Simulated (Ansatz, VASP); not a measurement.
# One calculation of SiO3, two programs

```
Si O
1.0
    -1.61575    1.61575    3.60920
     1.61575   -1.61575    3.60920
     1.61575    1.61575   -3.60920
Si O
1 3
Cartesian
  0.0000 0.0000 0.0000
  0.0000 0.0000 3.6092
  1.6157 0.0000 1.8046
  0.0000 1.6157 1.8046
```

Alike in both runs: task relaxation of cell and atoms; functional PBE; k mesh 8 × 8 × 8; occupations gaussian, width 0.1 eV; collinear spin.

```csv
,VASP,Ansatz
version,VASP 6.6.1,Ansatz 0.2.0
potentials or method,"VASP PAW PBE potentials, release 64 (Si, O), cutoff 600 eV","scalar-relativistic, plane waves, PAW"
valence electrons in the cell,22,22
```

|  | VASP | Ansatz | Ansatz less VASP |
| --- | --- | --- | --- |
| gap on the k mesh at the Fermi level, each at its own relaxed structure (eV) | none | none | - |
| net moment per atom (μB) | 0.00 | 0.00 | 0.000 |
| relaxed volume (Å³/atom) | 8.49 | 8.63 | +0.144 |
| relaxed length of the cell vector where the two differ most in proportion (Å) | 4.787 | 4.855 | +0.0680 |

A gap of «none» marks a metal or a gap that the smearing closes. Ansatz's warnings: seeded moment not kept.
